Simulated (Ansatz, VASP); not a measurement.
## Cr: VASP beside Ansatz

POSCAR

```
Cr
1.0
    2.9593618955      0.0000000000      0.0000000000
    0.0000000000      2.9593618955      0.0000000000
    0.0000000000      0.0000000000      2.9593618955
Cr
2
Direct
    0.0000000000      0.0000000000      0.0000000000
    0.5000000000      0.5000000000      0.5000000000
```

Contents of INCAR.step1:

```
ALGO = Normal
EDIFF = 1E-4
ENCUT = 520
GGA = PE
ISMEAR = 0
ISPIN = 2
LASPH = T
LCHARG = F
LMAXMIX = 4
LREAL = F
LWAVE = T
MAGMOM = 2.75 -2.75
NBANDS = 23
NELM = 150
PREC = Accurate
SIGMA = 0.05
```

The input INCAR.step2:

```
ALGO = Normal
EDIFF = 1E-8
ENCUT = 520
ISIF = 2
ISMEAR = 0
ISPIN = 2
ISTART = 1
LASPH = T
LCHARG = F
LEFG = T
LMAXMIX = 4
LMIXTAU = T
LORBIT = 11
LREAL = F
LWAVE = F
MAGMOM = 2.75 -2.75
METAGGA = R2SCAN
NBANDS = 23
NELM = 150
PREC = Accurate
SIGMA = 0.05
```

File KPOINTS:

```
k-points
0
Gamma
  16 16 16
```

Input for Ansatz:

```yaml
crystal:
  lattice:
    - [2.9593618955, 0.0, 0.0]
    - [0.0, 2.9593618955, 0.0]
    - [0.0, 0.0, 2.9593618955]
  atoms:
    - { symbol: Cr, position: [0.0, 0.0, 0.0], spin: 2.75 }
    - { symbol: Cr, position: [0.5, 0.5, 0.5], spin: -2.75 }
basis:
  ecutwfc: 500
  ecutrho_ratio: 4
kpoints:
  mp_grid: { grid: [16, 16, 16] }
hamiltonian:
  xc: r2scan
scf:
  occupations: { method: gaussian, width: 0.05 }
output:
  forces: true
  stress: true
  eigenvalues: true
  populations: true
  efg: { contact_densities: true, quadrupole_moments_barn: { Cr: -0.15 } }
magnetization:
  spin_polarized: true
checkpoint:
  read: start.run
  write: ck
  compress: false
  write_wavefunctions: false
  write_every: 100000
```

Alike in both runs: task electric field gradients; functional r2SCAN; k mesh 16 × 16 × 16; occupations gaussian, width 0.05 eV; collinear spin.

```csv
,VASP,Ansatz
version,VASP 6.6.1,Ansatz 0.2.0
potentials or method,"VASP PAW PBE potentials, release 64 (Cr_pv), cutoff 520 eV","scalar-relativistic, plane waves, PAW"
valence electrons in the cell,24,28
```

VASP gave:

```
gap on the k mesh at the Fermi level (eV)                     : none
pressure (GPa)                                                : 0.5
net moment per atom (μB)                                      : 0.00
size of the moment on the site where the two differ most (μB) : 2.68
```

Question: Estimate Ansatz's values.

Answer: gap on the k mesh at the Fermi level (eV): none; pressure (GPa): 0.0; net moment per atom (μB): 0.00; size of the moment on the site where the two differ most (μB): 2.50.

VASP's potentials were made for PBE, not for r2SCAN. Site moments also hang on the region over which each program counts them. A gap of «none» marks a metal or a gap that the smearing closes. VASP's potentials hold 24 valence electrons a cell and Ansatz's 28, so a difference there can come from the potentials and not from the codes. Ansatz's warnings: stability check not made.
